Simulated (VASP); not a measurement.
# CaO (Immm) in VASP: a series of runs, part 2 of 2

VASP 6.6.1. The steps go on from the part before.

## Step 3: Single point, PBE (strain +0.0075 x Voigt [0, 0, 0, 0, 0, 1])

File INCAR:

```
SYSTEM = CaO
PREC = Accurate ; ENCUT = 520
EDIFF = 1E-6 ; ISMEAR = 0
SIGMA = 0.05 ; LREAL = .FALSE.
LASPH = .TRUE. ; NELM = 100
ALGO = Normal ; ISIF = 2
LWAVE = .FALSE. ; LCHARG = .TRUE.
GGA = PE ; LELF = .TRUE.
LVHAR = .TRUE. ; NBANDS = 15
```

File KPOINTS:

```
Automatic mesh
0
G
  8 8 8
  0 0 0
```

File POSCAR:

```
CaO
1.0
    0.0091837500      2.4490000000      2.4490000000
    2.4490000000      0.0091837500      2.4490000000
    2.4581837500      2.4581837500      0.0000000000
Ca O
1 1
Direct
    0.0000000000      0.0000000000      0.0000000000
    0.5000000000      0.5000000000      0.5000000000
```

Potentials or basis: VASP PAW PBE potentials, release 64 (Ca_sv, O).

The run is started by

```
cat potpaw_PBE.64/Ca_sv/POTCAR potpaw_PBE.64/O/POTCAR > POTCAR
mpirun -np 1 vasp_std > vasp.out
```

OUTCAR:

```text
SYSTEM = CaO
   PREC = Accurate
   ENCUT = 520
   EDIFF = 1E-6
   ISMEAR = 0
   LREAL = .FALSE.
   LASPH = .TRUE.
   NELM = 100
   ISIF = 2
   GGA = PE

 ion  position               nearest neighbor table
   1  0.000  0.000  0.000-   2 2.45   2 2.45   2 2.45   2 2.45   2 2.45   2 2.45
   2  0.500  0.500  0.500-   1 2.45   1 2.45   1 2.45   1 2.45   1 2.45   1 2.45

  LATTYP: Found a body centered orthorhombic cell.
 ALAT       =     3.4504212304
 B/A-ratio  =     1.0075282309
 C/A-ratio  =     1.4195368255

  Lattice vectors:

 A1 = (   2.4490000000,   0.0091837500,  -2.4490000000)
 A2 = (  -2.4490000000,  -0.0091837500,  -2.4490000000)
 A3 = (   0.0091837500,   2.4490000000,   2.4490000000)

Analysis of symmetry for initial positions (statically):
=====================================================================
 Subroutine PRICEL returns:
 Original cell was already a primitive cell.

 Routine SETGRP: Setting up the symmetry group for a
 body centered orthorhombic supercell.

 Subroutine GETGRP returns: Found  8 space group operations
 (whereof  8 operations were pure point group operations)
 out of a pool of  8 trial point group operations.

[... 179 lines left out ...]
      8       2.0519      2.00000
      9       6.3071      0.00000
     10       8.0852      0.00000
     11       8.1199      0.00000
     12       8.1549      0.00000
     13       9.5278      0.00000
     14       9.5280      0.00000
[... 401 lines left out ...]
      2     -17.0303      2.00000
      3     -16.6912      2.00000
      4     -16.6775      2.00000
      5     -12.9446      2.00000
      6       0.6447      2.00000
      7       1.5856      2.00000
      8       1.6857      2.00000
      9       7.4371      0.00000
     10       8.0306      0.00000
     11       9.1772      0.00000
     12       9.2836      0.00000
     13      10.1144      0.00000
     14      11.0307      0.00000
     15      17.9228      0.00000

 [... further k-points ...]

------------------------ aborting loop because EDIFF is reached ----------------------------------------

  FORCE on cell =-STRESS in cart. coord.  units (eV):
  Direction    XX          YY          ZZ          XY          YZ          ZX
  --------------------------------------------------------------------------------------
  -------------------------------------------------------------------------------------
  Total       -0.6518645     -0.6518645     -0.6528096     -0.1018032      0.0000000      0.0000000
  in kB      -35.5531150    -35.5531150    -35.6046640     -5.5524109      0.0000000      0.0000000
  external PRESSURE =     -35.5702980 kB  Pullay stress =       0.0000000 kB

 VOLUME and BASIS-vectors are now :
 -----------------------------------------------------------------------------
  energy-cutoff  :      520.00
  volume of cell :       29.38
      direct lattice vectors                 reciprocal lattice vectors
     0.009183750  2.449000000  2.449000000    -0.204933466  0.204933466  0.204164965
     2.449000000  0.009183750  2.449000000     0.204933466 -0.204933466  0.204164965
     2.458183750  2.458183750  0.000000000     0.203402207  0.203402207 -0.204164965

 POSITION                                       TOTAL-FORCE (eV/Angst)
 -----------------------------------------------------------------------------------
      0.00000      0.00000      0.00000         0.000000     -0.000000      0.000000
      2.45818      2.45818      2.44900        -0.000000      0.000000      0.000000
 -----------------------------------------------------------------------------------
    total drift:                                0.000000      0.000000      0.000000

  FREE ENERGIE OF THE ION-ELECTRON SYSTEM (eV)
  ---------------------------------------------------
  free  energy   TOTEN  =       -12.7945161207 eV

  energy  without entropy=      -12.7945161207  energy(sigma->0) =      -12.79451612
```

stdout:

```text
POSCAR found type information on POSCAR CaO
 POSCAR found :  2 types and       2 ions
 scaLAPACK will be used
 LDA part: xc-table for (Slater+PW92), standard interpolation
 POSCAR, INCAR and KPOINTS ok, starting setup
 FFT: planning ... GRIDC
 FFT: planning ... GRID_SOFT
 FFT: planning ... GRID
 WAVECAR not read
 entering main loop
```

Wall time 29 s (1 thread of Intel Xeon Platinum 8488C (Sapphire Rapids), shared host); peak memory 0.18 GiB.

What came out:

- Free energy: -12.7945 eV
- Pressure: -3.6 GPa
- Band gap on the k mesh: 3.63 eV, indirect (least direct gap 4.01 eV)

Stress tensor (GPa, compression positive):
```
-3.56 -0.56  0.00
-0.56 -3.56  0.00
 0.00  0.00 -3.56
```

Caveat: the cell differs from its parent crystal (strain +0.0075 x Voigt [0, 0, 0, 0, 0, 1]). A k mesh can miss the band edges.

## Step 4: Single point, PBE (strain +0.0025 x Voigt [0, 0, 0, 0, 0, 1])

File INCAR:

```
SYSTEM = CaO
ALGO     = Normal         ! electronic algorithm
EDIFF    = 1E-7           ! SCF threshold, eV
ENCUT    = 520            ! plane-wave cutoff, eV
GGA      = PE             ! functional
ISIF     = 2              ! what is computed and relaxed
ISMEAR   = 0              ! smearing method
LASPH    = .TRUE.         ! aspherical terms in the spheres
LCHARG   = .FALSE.        ! write CHGCAR
LREAL    = .FALSE.        ! projectors in reciprocal space
LWAVE    = .FALSE.        ! write WAVECAR
NBANDS   = 15             ! bands
NELM     = 80             ! most SCF steps
PREC     = Accurate       ! precision mode
SIGMA    = 0.05           ! smearing width, eV
```

File KPOINTS:

```
k-points
0
G
  8 8 8
  0 0 0
```

File POSCAR:

```
CaO
1.0
    0.0030612500      2.4490000000      2.4490000000
    2.4490000000      0.0030612500      2.4490000000
    2.4520612500      2.4520612500      0.0000000000
Ca O
1 1
Direct
    0.0000000000      0.0000000000      0.0000000000
    0.5000000000      0.5000000000      0.5000000000
```

The run is started by

```
cat potpaw_PBE.64/Ca_sv/POTCAR potpaw_PBE.64/O/POTCAR > POTCAR
mpirun -np 1 vasp_std > vasp.out
```

It took 38 s on 1 thread of Intel Xeon Platinum 8488C (Sapphire Rapids), shared host; peak memory 0.18 GiB.

Results (log left out):

```
Free energy            : -12.7949 eV
Pressure               : -3.5 GPa
Band gap on the k mesh : 3.64 eV, indirect (least direct gap 4.02 eV)
```

Stress tensor (GPa, compression positive):
```
-3.53 -0.19  0.00
-0.19 -3.53  0.00
 0.00  0.00 -3.53
```

Levels at points of the mesh, in eV from the valence-band top:
```
           k point  band 5  band 6  band 7  band 8  band 9  band 10  band 11  band 12
(0.00, 0.00, 0.00)  -15.43   -0.01    0.00    0.00    4.26     6.07     6.08     6.09
(0.50, 0.00, 0.00)  -14.45   -2.51   -1.11   -1.10    6.78     8.04     8.05     8.07
(0.50, 0.50, 0.00)  -15.19   -1.32   -0.39   -0.38    3.64     7.63     8.57     9.15
(0.00, 0.00, 0.50)  -14.45   -2.51   -1.10   -1.09    6.78     8.03     8.05     8.07
(0.50, 0.00, 0.50)  -15.19   -1.32   -0.39   -0.39    3.64     7.63     8.57     9.15
```

Caveat: the cell differs from its parent crystal (strain +0.0025 x Voigt [0, 0, 0, 0, 0, 1]).

## Step 5: Overview

```tsv
cell	gap on the mesh (eV)	pressure (GPa)
a = 3.463, b = 3.463, c = 3.485 Å, angles 59.8, 59.8, 59.6°, 2 atoms	3.62	-3.6
a = 3.463, b = 3.463, c = 3.476 Å, angles 59.9, 59.9, 59.8°, 2 atoms	3.63	-3.6
a = 3.463, b = 3.463, c = 3.468 Å, angles 60.0°, 2 atoms	3.64	-3.5
```

Alike in all rows: task single point; level PBE; potentials or basis VASP PAW PBE potentials, release 64 (Ca_sv, O); no spin polarisation; k mesh 8 × 8 × 8; cutoff (eV) 520; smearing gaussian 0.05 eV.

Total energies depend on the potentials used, so only differences within one code and one set of settings carry meaning.
